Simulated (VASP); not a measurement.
# Ru (P3_121) in VASP: further runs

Runs on Ru. Level: r2SCAN. Tasks: single point.

All numbers are computed with VASP 6.6.1; they aren't measurements. Logs are shortened: lines on timing, memory, paths and dates and some standing lists are left out, and cuts for length are marked.

## 1. The cell of the first run

The structure is trigonal, space group P3_121 (No. 152). Conventional cell: a = 3.482 Å, b = 3.482 Å, c = 3.950 Å, α = 90.00°, β = 90.00°, γ = 120.00°. Within 2.5 Å of Ru (site symmetry 2) lie 2 Ru at 1.89 Å.

## 2. Single point, r2SCAN

POSCAR

```
Ru
1.0
    3.4816952868      0.0000000000      0.0000000000
   -1.7408476434      3.0152365666      0.0000000000
    0.0000000000      0.0000000000      3.9500998522
Ru
3
Direct
    0.2254000000      0.0000000000      0.3333333333
    0.0000000000      0.2254000000      0.6666666667
    0.7746000000      0.7746000000      0.0000000000
```

INCAR.step1

```
ALGO     = Normal         # electronic algorithm
EDIFF    = 1E-4           # SCF threshold, eV
ENCUT    = 520            # plane-wave cutoff, eV
GGA      = PE             # functional
ISMEAR   = 0              # smearing method
LASPH    = T              # aspherical terms in the spheres
LCHARG   = F              # write CHGCAR
LREAL    = F              # projectors in reciprocal space
LWAVE    = T              # write WAVECAR
NBANDS   = 28             # bands
NELM     = 100            # most SCF steps
PREC     = Accurate       # precision mode
SIGMA    = 0.1            # smearing width, eV
```

INCAR.step2

```
ALGO     = Normal         # electronic algorithm
EDIFF    = 1E-6           # SCF threshold, eV
ENCUT    = 520            # plane-wave cutoff, eV
ISIF     = 2              # what is computed and relaxed
ISMEAR   = 0              # smearing method
ISTART   = 1            
LASPH    = T              # aspherical terms in the spheres
LCHARG   = F              # write CHGCAR
LMIXTAU  = T            
LREAL    = F              # projectors in reciprocal space
LWAVE    = F              # write WAVECAR
METAGGA  = R2SCAN         # meta-GGA
NBANDS   = 28             # bands
NELM     = 100            # most SCF steps
PREC     = Accurate       # precision mode
SIGMA    = 0.1            # smearing width, eV
```

KPOINTS

```
k-points
0
Gamma
  6 6 4
```

Potentials or basis: VASP PAW PBE potentials, release 64 (Ru_pv).

Run with:

```console
$ cat potpaw_PBE.64/Ru_pv/POTCAR > POTCAR
$ cp INCAR.step1 INCAR
$ mpirun -np 1 vasp_std > vasp.out
$ cp INCAR.step2 INCAR
$ mpirun -np 1 vasp_std > vasp.out
```

OUTCAR:

```text
EDIFF = 1E-6
   ENCUT = 520
   ISIF = 2
   ISMEAR = 0
   ISTART = 1
   LASPH = T
   LREAL = F
   METAGGA = R2SCAN
   NELM = 100
   PREC = Accurate

 ion  position               nearest neighbor table
   1  0.225  0.000  0.333-   3 1.89   2 1.89   3 2.74   3 2.74   2 2.74   2 2.74   2 2.96   3 2.96

   2  0.000  0.225  0.667-   3 1.89   1 1.89   3 2.74   3 2.74   1 2.74   1 2.74   1 2.96   3 2.96

   3  0.775  0.775  0.000-   2 1.89   1 1.89   1 2.74   2 2.74   2 2.74   1 2.74   2 2.96   1 2.96

  LATTYP: Found a hexagonal cell.
 ALAT       =     3.4816952868
 C/A-ratio  =     1.1345334749

  Lattice vectors:

 A1 = (   3.4816952868,   0.0000000000,   0.0000000000)
 A2 = (  -1.7408476434,   3.0152365666,   0.0000000000)
 A3 = (   0.0000000000,   0.0000000000,   3.9500998522)

Analysis of symmetry for initial positions (statically):
=====================================================================
 Subroutine PRICEL returns:
 Original cell was already a primitive cell.

 Routine SETGRP: Setting up the symmetry group for a
 hexagonal supercell.

 Subroutine GETGRP returns: Found  6 space group operations
 (whereof  2 operations were pure point group operations)
 out of a pool of 24 trial point group operations.

The static configuration has the point symmetry C_2 .
 The point group associated with its full space group is D_3 .

Analysis of symmetry for dynamics (positions and initial velocities):
=====================================================================
 Subroutine PRICEL returns:
 Original cell was already a primitive cell.

 Routine SETGRP: Setting up the symmetry group for a
 hexagonal supercell.

 Subroutine GETGRP returns: Found  6 space group operations
 (whereof  2 operations were pure point group operations)
 out of a pool of 24 trial point group operations.

The dynamic configuration has the point symmetry C_2 .
 The point group associated with its full space group is D_3 .

 Subroutine INISYM returns: Found  6 space group operations
 (whereof  2 operations are pure point group operations),
 and found     1 'primitive' translations

----------------------------------------------------------------------------------------

                                     Primitive cell

[... 86 lines left out ...]
   LNONCOLLINEAR =      F non collinear calculations
   LSORBIT =      F    spin-orbit coupling
   LASPH  =      T    aspherical Exc in radial PAW
   ENCUT  =  520.0 eV  38.22 Ry    6.18 a.u.   6.47  6.47  7.34*2*pi/ulx,y,z
   NELM   =    100;   NELMIN=  2; NELMDL=  0     # of ELM steps
   EDIFF  = 0.1E-05   stopping-criterion for ELM
   LREAL  =      F    real-space projection
   EDIFFG = 0.1E-04   stopping-criterion for IOM
   NSW    =      0    number of steps for IOM
   IBRION =     -1    ionic relax: 0-MD 1-quasi-New 2-CG
   NFREE  =      0    steps in history (QN), initial steepest desc. (CG)
   ISIF   =      2    stress and relaxation
   ISYM   =      2    0-nonsym 1-usesym 2-fastsym
   POTIM  = 0.5000    time-step for ionic-motion
   TEBEG  =    0.0;   TEEND  =   0.0 temperature during run
   PSTRESS=    0.0 pullay stress
   NELECT =      42.0000    total number of electrons
   NUPDOWN=      -1.0000    fix difference up-down
   EMIN   =  10.00;   EMAX   =-10.00  energy-range for DOS
   EFERMI =   0.00;   METHOD = LEGACY
   ISMEAR =     0;   SIGMA  =   0.10  broadening in eV -4-tet -1-fermi 0-gaus
   EFERMI_NEDOS =   21; number of points for ismear=-14 and -15
   IALGO  =     38    algorithm
   IMIX   =      4    mixing-type and parameters
     AMIX     =   0.40;   BMIX     =  1.00
     AMIX_MAG =   1.60;   BMIX_MAG =  1.00
  volume/ion in A,a.u.               =      13.82        93.28
  Fermi-wavevector in a.u.,A,eV,Ry     =   1.644061  3.106824 36.775672  2.702936
  Thomas-Fermi vector in A             =   2.734090
   LORBIT       =      0    0 simple, 1 ext, 2 COOP (PROOUT), +10 PAW based schemes
   METAGGA = R2SCAN    functional components
   LHFCALC =     F    Hartree Fock is set to
   AEXX    =    0.0000 exact exchange contribution
   IVDW    =     0    specifies the selected vdW correction
   LEPSILON=     F    determine dielectric tensor
   LRPA    =     F    only Hartree local field effects (RPA)
 non-spin polarized calculation
 Gauss-broadening in eV      SIGMA  =   0.10
  energy-cutoff  :      520.00
  volume of cell :       41.47
 maximum number of plane-waves:      1128
 NGX is ok and might be reduce to    28
   NGX = 13   NGY = 13   NGZ = 15

 number of electron      41.9999991 magnetization

 Free energy of the ion-electron system (eV)
  ---------------------------------------------------
  ext. energy  EPLUGINS =         0.00000000
  ---------------------------------------------------
  free energy    TOTEN  =       -64.23153678 eV

  energy without entropy =      -64.21561721  energy(sigma->0) =      -64.22357700

 E-fermi :  13.0480     XC(G=0): -14.7153

 val. band max:       13.0148855993   @ k =   0.1667   0.1667   0.0000
 cond. band min:      13.0614135552   @ k =   0.5000   0.0000   0.0000
 fundamental gap:      0.0465279559
 Fermi energy:        13.0479933964

 k-point     1 :       0.0000    0.0000    0.0000
  band No.  band energies     occupation
      1     -35.2429      2.00000
      2     -35.2429      2.00000
      3     -34.1299      2.00000
      4     -31.8108      2.00000
      5     -31.8108      2.00000
      6     -31.4566      2.00000
[... 733 lines left out ...]
     27      17.6287      0.00000
     28      20.6109      0.00000

------------------------ aborting loop because EDIFF is reached ----------------------------------------

  FORCE on cell =-STRESS in cart. coord.  units (eV):
  Direction    XX          YY          ZZ          XY          YZ          ZX
  --------------------------------------------------------------------------------------
  -------------------------------------------------------------------------------------
  Total       29.2090393     29.2090393     53.7686279      0.0000000      0.0000000      0.0000000
  in kB     1128.5157653   1128.5157653   2077.3960985      0.0000000      0.0000000      0.0000000
  external PRESSURE =    1444.8092097 kB  Pullay stress =       0.0000000 kB

 VOLUME and BASIS-vectors are now :
 -----------------------------------------------------------------------------
  energy-cutoff  :      520.00
  volume of cell :       41.47
      direct lattice vectors                 reciprocal lattice vectors
     3.481695287  0.000000000  0.000000000     0.287216404  0.165824468  0.000000000
    -1.740847643  3.015236567  0.000000000     0.000000000  0.331648936  0.000000000
     0.000000000  0.000000000  3.950099852     0.000000000  0.000000000  0.253158157

 POSITION                                       TOTAL-FORCE (eV/Angst)
 -----------------------------------------------------------------------------------
      0.78477      0.00000      1.31670        21.747707      0.000000      0.000000
     -0.39239      0.67963      2.63340       -10.873853     18.834066     -0.000000
      1.34846      2.33560      0.00000       -10.873853    -18.834066      0.000000
 -----------------------------------------------------------------------------------
    total drift:                                0.000001      0.000001     -0.000000

  FREE ENERGIE OF THE ION-ELECTRON SYSTEM (eV)
  ---------------------------------------------------
  free  energy   TOTEN  =       -64.2315367784 eV

  energy  without entropy=      -64.2156172138  energy(sigma->0) =      -64.22357700
```

OSZICAR.step1:

```text
N       E                     dE             d eps       ncg     rms          rms(c)
DAV:   1     0.503930774817E+03    0.50393E+03   -0.25753E+04  1344   0.167E+03
DAV:   2    -0.231017441166E+01   -0.50624E+03   -0.49324E+03  1392   0.517E+02
DAV:   3    -0.157930250807E+02   -0.13483E+02   -0.13275E+02  1452   0.939E+01
DAV:   4    -0.159403969909E+02   -0.14737E+00   -0.14722E+00  1688   0.859E+00
DAV:   5    -0.159430770300E+02   -0.26800E-02   -0.26798E-02  1504   0.105E+00    0.522E+01
DAV:   6    -0.154988287579E+02    0.44425E+00   -0.54028E-01  1484   0.680E+00    0.290E+01
DAV:   7    -0.153964807568E+02    0.10235E+00   -0.28901E-01  1500   0.447E+00    0.216E+00
DAV:   8    -0.153913555294E+02    0.51252E-02   -0.39299E-02  1440   0.212E+00    0.218E-01
DAV:   9    -0.153911691121E+02    0.18642E-03   -0.17697E-03  1672   0.306E-01    0.148E-01
DAV:  10    -0.153911804433E+02   -0.11331E-04   -0.62105E-05   832   0.793E-02
   1 F= -.15391180E+02 E0= -.15382748E+02  d E =-.168639E-01
```

Run time: 89 s. Hardware: 1 thread of Intel Xeon Platinum 8259CL at 2.50GHz (Skylake/Cascade Lake), shared host; peak memory 0.17 GiB.

What came out:

- Free energy: -64.2315 eV
- Pressure: 144.5 GPa
- Largest force: 21.748 eV/Å
- Band gap on the k mesh: zero (band 21 reaches 13.15 eV, above the bottom of band 22 at 12.93 eV)

Forces in eV/Å, atoms in the order of the input:
```
Ru   21.748   0.000   0.000
Ru  -10.874  18.834   0.000
Ru  -10.874 -18.834   0.000
```

Caveat: the k points lie up to 0.40 Å⁻¹ apart; the PAW data sets were made with another functional, which shifts forces and pressure a little.

(Continued in part 2 of 2.)
